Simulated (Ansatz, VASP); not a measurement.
# Two plane-wave programs on MgO

```
CELL_PARAMETERS angstrom
3.25718 0.00000 0.00000
-1.62859 2.82080 0.00000
0.00000 0.00000 11.09201
ATOMIC_POSITIONS crystal
Mg 0.33333 0.66667 0.96949
Mg 0.00000 0.00000 0.22082
Mg 0.00000 0.00000 0.72082
Mg 0.66667 0.33333 0.46949
O 0.33333 0.66667 0.78004
O 0.00000 0.00000 0.52964
O 0.00000 0.00000 0.02964
O 0.66667 0.33333 0.28004
```

Alike in both runs: task single point; functional PBE; k mesh 9 × 9 × 4; occupations gaussian, width 0.05 eV; no spin polarisation.

|  | VASP | Ansatz |
| --- | --- | --- |
| version | VASP 6.6.1 | Ansatz 0.2.0 |
| potentials or method | VASP PAW PBE potentials, release 64 (Mg, O), cutoff 520 eV | scalar-relativistic, plane waves, PAW |
| valence electrons in the cell | 32 | 64 |

Ansatz gave:

```
gap on the k mesh at the Fermi level (eV)                     : 3.28
least direct gap on the mesh (eV)                             : 3.28
pressure (GPa)                                                : -3.5
traceless stress, the component that is largest in VASP (GPa) : -7.20
rms of the force components (eV/Å)                            : 0.179
```

**Question.** Which values does VASP return?

**Answer.** gap on the k mesh at the Fermi level (eV): 3.26; least direct gap on the mesh (eV): 3.26; pressure (GPa): -3.9; traceless stress, the component that is largest in VASP (GPa): -7.29; rms of the force components (eV/Å): 0.181.

Atom by atom the forces differ by 0.002 eV/Å (rms over components). With one functional, cell and mesh, what is left measures potentials, basis and numerics. VASP's potentials hold 32 valence electrons a cell and Ansatz's 64, so a difference there can come from the potentials and not from the codes.
